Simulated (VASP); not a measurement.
# Si8NO14 (a cell with a defect) in VASP: further runs

Runs on Si8NO14 (a cell with a defect). Level: PBEsol. Tasks: single point.

All numbers are computed with VASP 6.6.1; they aren't measurements. Logs are shortened: lines on timing, memory, paths and dates and some standing lists are left out, and cuts for length are marked.

## (1) The cell of the first run

The cell holds a defect, 23 atoms: a = 7.729 Å, b = 6.951 Å, c = 6.960 Å, α = 92.91°, β = 116.33°, γ = 87.81°.

## (2) Single point, PBEsol, collinear spin, ferromagnetic start

The input, INCAR:

```
SYSTEM = Si8NO14
  PREC = Accurate
  ENCUT = 520
  EDIFF = 1E-6
  ISMEAR = -1
  SIGMA = 0.02
  LREAL = .False.
  LASPH = .True.
  NELM = 200
  ALGO = Normal
  ISIF = 2
  LWAVE = .False.
  LCHARG = .False.
  ISPIN = 2
  MAGMOM = 0 0 0 0 0 0 0 0 0 0 0 0.07 0 0 0 0 0.09 0 0 0.1 0 0 0.28
  LORBIT = 11
  GGA = PS
  NELECT = 119.0
  NBANDS = 82
  GGA_COMPAT = .False.
```

The input, KPOINTS:

```
Automatic mesh
0
Gamma
  2 2 2
  0 0 0
```

The input, POSCAR:

```
Si8NO14
1.0
   -5.6578710000     -5.2657200000      0.0000000000
    4.5381290000     -5.2657200000      0.0000000000
    2.0996240000      2.2758520000      6.2331600000
Si O N
8 14 1
Direct
    0.6999851058      0.5583975309      0.1987948328
    0.9694562911      0.3466288624      0.5966859506
    0.9877856263      0.4015128678      0.0556120812
    0.2932552876      0.4589262601      0.4701432339
    0.2545068495      0.0956352168      0.2814541902
    0.4672998638      0.8378319691      0.6174728388
    0.4752962147      0.8281641807      0.0422503193
    0.7224124612      0.9764804589      0.4317883706
    0.7277953422      0.8151910161      0.2462489331
    0.8980079411      0.1201494936      0.5166873624
    0.7763899427      0.4737946079      0.0334379352
    0.1448441181      0.5435735258      0.2381857677
    0.0388498739      0.1771567460      0.1375886388
    0.7867504444      0.4719831621      0.4283410020
    0.1706174454      0.3898743598      0.5927239153
    0.9905686360      0.4072692268      0.8290085607
    0.3994598689      0.2668204064      0.4238792202
    0.4619261807      0.6078539977      0.6079964256
    0.4641042859      0.5983795301      0.0657420955
    0.2637322711      0.9227102518      0.4337114722
    0.6630639456      0.9052562435      0.6061597970
    0.4809118457      0.9231096904      0.8447009222
    0.4077904121     -0.0084257378      0.1825982327
```

Potentials or basis: VASP PAW PBE potentials, release 64 (Si, O, N).

Launch:

```sh
cat potpaw_PBE.64/Si/POTCAR potpaw_PBE.64/O/POTCAR potpaw_PBE.64/N/POTCAR > POTCAR
mpirun -np 1 vasp_std > vasp.out
```

OUTCAR:

```text
SYSTEM = Si8NO14
   PREC = Accurate
   ENCUT = 520
   EDIFF = 1E-6
   ISMEAR = -1
   LREAL = .False.
   LASPH = .True.
   NELM = 200
   ISIF = 2
   ISPIN = 2
   LORBIT = 11
   GGA = PS
   NELECT = 119.0

 ion  position               nearest neighbor table
   1  0.700  0.558  0.199-  14 1.57  11 1.59  19 1.66   9 1.80   7 2.45   3 2.97   2 3.04
   2  0.969  0.347  0.597-  16 1.59  15 1.61  14 1.63  10 1.67   1 3.04   8 3.12   4 3.13   3 3.14

   3  0.988  0.402  0.056-  16 1.59  12 1.63  11 1.63  13 1.66   4 2.82   5 2.89   1 2.97   2 3.14

   4  0.293  0.459  0.470-  18 1.61  15 1.63  17 1.63  12 1.63   5 2.75   3 2.82   6 2.93   2 3.13

   5  0.255  0.096  0.281-  13 1.61  20 1.62  17 1.63  23 1.73   4 2.75   6 2.86   3 2.89
   6  0.467  0.838  0.617-  18 1.60  22 1.62  21 1.64  20 1.64   5 2.86   4 2.93   7 2.93   8 3.00

   7  0.475  0.828  0.042-  22 1.57  19 1.62  23 1.68   9 1.84   1 2.45   8 2.71   6 2.93
   8  0.722  0.976  0.432-  21 1.58  10 1.59   9 1.68  23 2.28   7 2.71   6 3.00   2 3.12
   9  0.728  0.815  0.246-   8 1.68   1 1.80   7 1.84
  10  0.898  0.120  0.517-   8 1.59   2 1.67
  11  0.776  0.474  0.033-   1 1.59   3 1.63
  12  0.145  0.544  0.238-   3 1.63   4 1.63
  13  0.039  0.177  0.138-   5 1.61   3 1.66
  14  0.787  0.472  0.428-   1 1.57   2 1.63
  15  0.171  0.390  0.593-   2 1.61   4 1.63
  16  0.991  0.407  0.829-   2 1.59   3 1.59
  17  0.399  0.267  0.424-   5 1.63   4 1.63
  18  0.462  0.608  0.608-   6 1.60   4 1.61
  19  0.464  0.598  0.066-   7 1.62   1 1.66
  20  0.264  0.923  0.434-   5 1.62   6 1.64
  21  0.663  0.905  0.606-   8 1.58   6 1.64
  22  0.481  0.923  0.845-   7 1.57   6 1.62
  23  0.408  0.992  0.183-   7 1.68   5 1.73   8 2.28

  LATTYP: Found a triclinic cell.
 ALAT       =     6.9598999169
 B/A-ratio  =     1.1171330850
 C/A-ratio  =     0.9987834837
 COS(alpha) =     0.0074743512
 COS(beta)  =     0.0507558895
 COS(gamma) =     0.4541659106

  Lattice vectors:

 A1 = (  -2.0996240000,  -2.2758520000,  -6.2331600000)
 A2 = (   3.5582470000,   2.9898680000,  -6.2331600000)
 A3 = (   4.5381290000,  -5.2657200000,   0.0000000000)

Analysis of symmetry for initial positions (statically):
=====================================================================
 Subroutine PRICEL returns:
 Original cell was already a primitive cell.

 Routine SETGRP: Setting up the symmetry group for a
 triclinic supercell.

 Subroutine GETGRP returns: Found  1 space group operations
 (whereof  1 operations were pure point group operations)
 out of a pool of  2 trial point group operations.

The static configuration has the point symmetry C_1 .

Analysis of symmetry for dynamics (positions and initial velocities):
=====================================================================
 Subroutine PRICEL returns:
 Original cell was already a primitive cell.

 Routine SETGRP: Setting up the symmetry group for a
 triclinic supercell.

 Subroutine GETGRP returns: Found  1 space group operations
 (whereof  1 operations were pure point group operations)
 out of a pool of  2 trial point group operations.

The dynamic configuration has the point symmetry C_1 .

Analysis of structural, dynamic, and magnetic symmetry:
=====================================================================
 Subroutine PRICEL returns:
 Original cell was already a primitive cell.

 Routine SETGRP: Setting up the symmetry group for a
 triclinic supercell.

 Subroutine GETGRP returns: Found  1 space group operations
 (whereof  1 operations were pure point group operations)
 out of a pool of  2 trial point group operations.

The overall configuration has the point symmetry C_1 .

 Subroutine INISYM returns: Found  1 space group operations
 (whereof  1 operations are pure point group operations),
 and found     1 'primitive' translations

----------------------------------------------------------------------------------------

                                     Primitive cell

  volume of cell :     334.6539

  direct lattice vectors                    reciprocal lattice vectors
    -5.657871000 -5.265720000  0.000000000    -0.098077678 -0.084525792  0.063899280
[... 96 lines left out ...]
   dimension x,y,z NGX =    60 NGY =   54 NGZ =   54
   dimension x,y,z NGXF=   120 NGYF=  108 NGZF=  108
   ions per type =               8  14   1
   NGX,Y,Z   is equivalent  to a cutoff of  12.91, 12.91, 12.90 a.u.
   NGXF,Y,Z  is equivalent  to a cutoff of  25.81, 25.83, 25.80 a.u.
 SYSTEM =  Si8NO14
   PREC   = accura    normal or accurate (medium, high low for compatibility)
   ISTART =      0    job   : 0-new  1-cont  2-samecut
   ICHARG =      2    charge: 1-file 2-atom 10-const
   ISPIN  =      2    spin polarized calculation?
   LNONCOLLINEAR =      F non collinear calculations
   LSORBIT =      F    spin-orbit coupling
   LASPH  =      T    aspherical Exc in radial PAW
   ENCUT  =  520.0 eV  38.22 Ry    6.18 a.u.  14.37 12.93 12.94*2*pi/ulx,y,z
   NELM   =    200;   NELMIN=  2; NELMDL= -5     # of ELM steps
   EDIFF  = 0.1E-05   stopping-criterion for ELM
   LREAL  =      F    real-space projection
   EDIFFG = 0.1E-04   stopping-criterion for IOM
   NSW    =      0    number of steps for IOM
   IBRION =     -1    ionic relax: 0-MD 1-quasi-New 2-CG
   NFREE  =      0    steps in history (QN), initial steepest desc. (CG)
   ISIF   =      2    stress and relaxation
   ISYM   =      2    0-nonsym 1-usesym 2-fastsym
   POTIM  = 0.5000    time-step for ionic-motion
   TEBEG  =    0.0;   TEEND  =   0.0 temperature during run
   PSTRESS=    0.0 pullay stress
   NELECT =     119.0000    total number of electrons
   NUPDOWN=      -1.0000    fix difference up-down
   EMIN   =  10.00;   EMAX   =-10.00  energy-range for DOS
   EFERMI =   0.00;   METHOD = LEGACY
   ISMEAR =    -1;   SIGMA  =   0.02  broadening in eV -4-tet -1-fermi 0-gaus
   EFERMI_NEDOS =   21; number of points for ismear=-14 and -15
   IALGO  =     38    algorithm
   IMIX   =      4    mixing-type and parameters
     AMIX     =   0.40;   BMIX     =  1.00
     AMIX_MAG =   1.60;   BMIX_MAG =  1.00
  volume/ion in A,a.u.               =      14.55        98.19
  Fermi-wavevector in a.u.,A,eV,Ry     =   1.159823  2.191748 18.302425  1.345190
  Thomas-Fermi vector in A             =   2.296412
   LORBIT       =     11    0 simple, 1 ext, 2 COOP (PROOUT), +10 PAW based schemes
   GGA     = PS    functional components
   LHFCALC =     F    Hartree Fock is set to
   AEXX    =    0.0000 exact exchange contribution
   IVDW    =     0    specifies the selected vdW correction
   LEPSILON=     F    determine dielectric tensor
   LRPA    =     F    only Hartree local field effects (RPA)
 spin polarized calculation
  energy-cutoff  :      520.00
  volume of cell :      334.65
 maximum number of plane-waves:      9026
 NGX is ok and might be reduce to    60
   NGX = 29   NGY = 25   NGZ = 25

 number of electron     119.0000012 magnetization       1.0000191

 Free energy of the ion-electron system (eV)
  ---------------------------------------------------
  ext. energy  EPLUGINS =         0.00000000
  ---------------------------------------------------
  free energy    TOTEN  =      -188.00019567 eV

  energy without entropy =     -188.00019486  energy(sigma->0) =     -188.00019526

 E-fermi :   0.3555     XC(G=0):  -8.3779

 val. band max:        0.1059382354   @ k =   0.0000   0.0000   0.5000
 cond. band min:       0.6112684107   @ k =   0.5000   0.5000   0.5000
 fundamental gap:      0.5053301753
 Fermi energy:         0.3555391565

 spin component 1

 k-point     1 :       0.0000    0.0000    0.0000
  band No.  band energies     occupation
      1     -20.2381      1.00000
      2     -19.2006      1.00000
      3     -18.8799      1.00000
      4     -18.6451      1.00000
      5     -18.3885      1.00000
      6     -18.0846      1.00000
[... 581 lines left out ...]
     70       8.9228      0.00000
     71       9.1143      0.00000
 Fermi energy:         0.3555391565

 spin component 2

 k-point     1 :       0.0000    0.0000    0.0000
  band No.  band energies     occupation
      1     -20.2198      1.00000
      2     -19.1439      1.00000
      3     -18.8624      1.00000
      4     -18.6275      1.00000
      5     -18.3536      1.00000
      6     -18.0648      1.00000
[... 581 lines left out ...]
     70       8.9633      0.00000
     71       9.1309      0.00000
 [bands above 71 left out]

------------------------ aborting loop because EDIFF is reached ----------------------------------------

  FORCE on cell =-STRESS in cart. coord.  units (eV):
  Direction    XX          YY          ZZ          XY          YZ          ZX
  --------------------------------------------------------------------------------------
  -------------------------------------------------------------------------------------
  Total      -10.1814760    -13.9343042     -5.5938465     -4.3904887      4.8757734      3.1019551
  in kB      -48.7444822    -66.7113925    -26.7809058    -21.0197517     23.3430841     14.8508128
  external PRESSURE =     -47.4122602 kB  Pullay stress =       0.0000000 kB

 VOLUME and BASIS-vectors are now :
 -----------------------------------------------------------------------------
  energy-cutoff  :      520.00
  volume of cell :      334.65
      direct lattice vectors                 reciprocal lattice vectors
    -5.657871000 -5.265720000  0.000000000    -0.098077678 -0.084525792  0.063899280
     4.538129000 -5.265720000  0.000000000     0.098077678 -0.105381761  0.005439784
     2.099624000  2.275852000  6.233160000     0.000000000  0.000000000  0.160432269

 POSITION                                       TOTAL-FORCE (eV/Angst)
 -----------------------------------------------------------------------------------
     -1.00895     -6.17386      1.23912         0.013462     -0.006781     -0.011538
     -2.65920     -5.57217      3.71924         0.033977      0.180406     -0.055394
     -3.64988     -7.18909      0.34664        -0.024900      0.024318     -0.122298
      1.41059     -2.89080      2.93048         0.086392      0.021885      0.140735
     -0.41501     -1.20320      1.75435        -0.169084     -0.084692      0.019469
      2.45473     -5.46718      3.84881        -0.037410     -0.055266      0.051756
[... 15 lines left out ...]
      3.24181     -5.47077      5.26516         0.170404      0.001296     -0.123670
      2.57605     -6.95310      1.13816        -0.414548     -0.760251      0.818506
 -----------------------------------------------------------------------------------
    total drift:                                0.000861     -0.001924      0.000206

  FREE ENERGIE OF THE ION-ELECTRON SYSTEM (eV)
  ---------------------------------------------------
  free  energy   TOTEN  =      -188.0001956682 eV

  energy  without entropy=     -188.0001948565  energy(sigma->0) =     -188.00019526

 total charge

# of ion       s       p       d       tot
------------------------------------------
    1        0.652   0.971   0.000   1.623
    2        0.632   0.971   0.000   1.602
    3        0.645   0.985   0.000   1.630
    4        0.652   0.996   0.000   1.649
    5        0.660   0.999   0.000   1.659
    6        0.651   0.996   0.000   1.647
[... 15 lines left out ...]
   22        1.556   3.658   0.000   5.214
   23        1.254   2.487   0.000   3.741
--------------------------------------------------
tot         28.205  61.209   0.000  89.413

 magnetization (x)

# of ion       s       p       d       tot
------------------------------------------
    1       -0.000  -0.000   0.000  -0.000
    2       -0.000   0.000   0.000   0.000
    3       -0.000  -0.000   0.000  -0.000
    4       -0.000  -0.000   0.000  -0.001
    5       -0.004  -0.008   0.000  -0.012
    6        0.000   0.001   0.000   0.001
[... 15 lines left out ...]
   22        0.002   0.026   0.000   0.029
   23        0.015   0.462   0.000   0.477
--------------------------------------------------
tot          0.011   0.715   0.000   0.726
```

Wall time 5.6 min (1 thread of AMD EPYC 9R45 (Zen 5), shared host); peak memory 0.69 GiB.

Results:

```
Free energy                                           : -188.0002 eV
Largest force                                         : 1.192 eV/Å
Net moment                                            : 1.00 μB per cell
Site moments                                          : Si -0.00, +0.00, -0.01 (each value once); O +0.00, +0.01, +0.05, +0.03, +0.12 (each value once); N +0.48 μB
Valence electrons inside the program's atomic spheres : Si 1.62, 1.60, 1.63, 1.65, 1.66, 1.54 (each value once); O 5.16, 5.17, 5.20, 5.18, 5.22, 5.21, 5.25, 5.14 (each value once); N 3.74
```

Forces in eV/Å, atoms in the order of the input:
```
Si   0.013 -0.007 -0.012
Si   0.034  0.180 -0.055
Si  -0.025  0.024 -0.122
Si   0.086  0.022  0.141
Si  -0.169 -0.085  0.019
Si  -0.037 -0.055  0.052
Si  -0.040 -0.133  0.051
Si   0.560  0.135 -0.498
O   -0.106  0.043 -0.132
O    0.238  0.103 -0.210
O   -0.121  0.082  0.016
O   -0.006 -0.026 -0.016
O   -0.193 -0.042 -0.108
O    0.100  0.036  0.053
O    0.013  0.104 -0.082
O   -0.020  0.049 -0.014
O    0.003 -0.073  0.186
O    0.053  0.081  0.098
O   -0.008  0.131 -0.110
O   -0.050  0.051 -0.072
O   -0.081  0.137  0.120
O    0.170  0.001 -0.124
N   -0.415 -0.760  0.819
```

Levels at points of the mesh, in eV from the Fermi level:
Spin up:
```csv
k point,band 58,band 59,band 60,band 61,band 62,band 63
"(0.00, 0.00, 0.00)",-0.83,-0.64,-0.36,3.91,5.73,6.57
"(0.50, 0.00, 0.00)",-0.87,-0.75,-0.40,4.26,5.98,6.22
"(0.00, 0.50, 0.00)",-0.89,-0.76,-0.37,4.25,5.75,6.60
"(0.50, 0.50, 0.00)",-0.90,-0.73,-0.45,4.33,6.04,6.48
"(0.00, 0.00, 0.50)",-0.72,-0.58,-0.27,4.28,5.95,6.38
"(0.50, 0.00, 0.50)",-0.74,-0.62,-0.27,4.25,6.07,6.54
"(0.00, 0.50, 0.50)",-0.76,-0.65,-0.28,4.41,6.03,6.54
"(0.50, 0.50, 0.50)",-0.68,-0.63,-0.30,4.32,6.05,6.64
```
Spin down:
| k point | band 55 | band 56 | band 57 | band 58 | band 59 | band 60 | band 61 | band 62 | band 63 | band 64 |
| --- | --- | --- | --- | --- | --- | --- | --- | --- | --- | --- |
| (0.00, 0.00, 0.00) | -1.18 | -0.93 | -0.81 | -0.68 | -0.34 | 0.30 | 3.96 | 5.78 | 6.58 | 7.19 |
| (0.50, 0.00, 0.00) | -1.17 | -1.04 | -0.86 | -0.73 | -0.43 | 0.30 | 4.32 | 6.05 | 6.23 | 6.96 |
| (0.00, 0.50, 0.00) | -1.11 | -0.95 | -0.86 | -0.74 | -0.43 | 0.30 | 4.31 | 5.81 | 6.61 | 6.84 |
| (0.50, 0.50, 0.00) | -1.14 | -0.93 | -0.88 | -0.73 | -0.45 | 0.28 | 4.38 | 6.11 | 6.48 | 6.77 |
| (0.00, 0.00, 0.50) | -1.15 | -1.01 | -0.75 | -0.54 | -0.25 | 0.26 | 4.34 | 5.99 | 6.41 | 7.11 |
| (0.50, 0.00, 0.50) | -1.19 | -1.05 | -0.73 | -0.58 | -0.28 | 0.26 | 4.30 | 6.11 | 6.55 | 6.83 |
| (0.00, 0.50, 0.50) | -1.12 | -1.01 | -0.78 | -0.69 | -0.27 | 0.26 | 4.47 | 6.08 | 6.56 | 7.30 |
| (0.50, 0.50, 0.50) | -1.18 | -1.00 | -0.77 | -0.61 | -0.28 | 0.26 | 4.38 | 6.10 | 6.65 | 7.06 |

Caveat: the k points lie up to 0.50 Å⁻¹ apart; the cell carries a net charge on a neutralising background, which shifts energy and pressure; the cell is charged against a uniform background, so pressure and absolute levels hang on convention; the PAW data sets were made with another functional, which shifts forces and pressure a little.

(Continued in part 2 of 2.)
